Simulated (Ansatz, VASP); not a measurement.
Two plane-wave programs on Se

Contents of INCAR:

```
SYSTEM = Se
  ALGO = Normal
  EDIFF = 1E-7
  ENCUT = 520
  GGA = RP
  ISIF = 2
  ISMEAR = -1
  LASPH = .TRUE.
  LCHARG = .FALSE.
  LREAL = .FALSE.
  LWAVE = .FALSE.
  NBANDS = 9
  NELM = 100
  PREC = Accurate
  SIGMA = 0.1
```

The input KPOINTS:

```
k-points
0
G
  14 14 14
  0 0 0
```

The input POSCAR:

```
Se
1.0
   -1.8020755404      1.8020755404      1.8020755404
    1.8020755404     -1.8020755404      1.8020755404
    1.8020755404      1.8020755404     -1.8020755404
Se
1
Direct
    0.0000000000      0.0000000000      0.0000000000
```

Input for Ansatz:

```yaml
crystal:
  lattice:
    - [-1.8020755404, 1.8020755404, 1.8020755404]
    - [1.8020755404, -1.8020755404, 1.8020755404]
    - [1.8020755404, 1.8020755404, -1.8020755404]
  atoms:
    - { symbol: Se, position: [0.0, 0.0, 0.0] }
hamiltonian:
  xc: rpbe
  pseudopotentials:
    kind: paw
    azcp:
      Se: "pseudopotentials/Se.paw.azcp"
basis:
  ecutwfc: 420
  fft_grid_basis: typed
kpoints:
  mp_grid: { grid: [14, 14, 14], shift: [0, 0, 0] }
magnetization:
  spin_polarized: false
scf:
  occupations: { method: fermi_dirac, width: 0.1 }
  lower_state_search: "off"
output:
  stress: true
  write_density: true
  write_potential: true
  elf: true
  volumetric_format: npy
```

Alike in both runs: task single point; functional RPBE; k mesh 14 × 14 × 14; occupations fermi-dirac, width 0.1 eV; no spin polarisation.

```csv
,VASP,Ansatz
version,VASP 6.6.1,Ansatz 0.2.0
potentials or method,"VASP PAW PBE potentials, release 64 (Se), cutoff 520 eV","plane waves (420 eV) with PAW, scalar-relativistic"
valence electrons in the cell,6,16
```

Ansatz gave:

```
pressure (GPa) : -5.4
```

Q: Which values does VASP return?

A: Pressure (GPa): -5.5.

VASP's potentials were made for PBE, not for RPBE. VASP's potentials hold 6 valence electrons a cell and Ansatz's 16, so a difference there can come from the potentials and not from the codes.
